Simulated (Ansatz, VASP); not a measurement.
WSe2: VASP beside Ansatz

```xyz
6
Lattice="3.3814 0.0000 0.0000 -1.6907 2.9284 0.0000 0.0000 0.0000 14.0035" Properties=species:S:1:pos:R:3 pbc="T T T"
W     1.6907    0.9761   10.5026
W     0.0000    1.9523    3.5009
Se    0.0000    1.9523   12.1424
Se    1.6907    0.9761    5.1407
Se    0.0000    1.9523    8.8628
Se    1.6907    0.9761    1.8611
```

Change from the starting cell: equal strain along all axes, cell held, atoms relaxed: +2.0 %.

Alike in both runs: functional r2SCAN; k mesh 12 × 12 × 2; occupations gaussian, width 0.02 eV; no spin polarisation.

Ansatz relaxed the structure, and its values are those at the end. VASP's run is a single point on that final structure, the one shown.

|  | VASP | Ansatz |
| --- | --- | --- |
| version | VASP 6.6.1 | Ansatz 0.2.0 |
| potentials or method | VASP PAW PBE potentials, release 64 (W_sv, Se), cutoff 520 eV | scalar-relativistic, plane waves, PAW |
| valence electrons in the cell | 52 | 92 |

|  | VASP | Ansatz | Ansatz less VASP |
| --- | --- | --- | --- |
| gap on the k mesh at the Fermi level (eV) | 1.07 | 1.08 | +0.006 |
| least direct gap on the mesh (eV) | 1.37 | 1.37 | +0.001 |
| pressure (GPa) | -2.7 | -2.9 | -0.26 |
| rms of the force components (eV/Å) | 0.019 | 0.000 | -0.0187 |

VASP's potentials were made for PBE, not for r2SCAN. VASP's potentials hold 52 valence electrons a cell and Ansatz's 92, so a difference there can come from the potentials and not from the codes. Ansatz's warnings: stress scf threshold loose.

Neither program's run includes spin-orbit coupling.
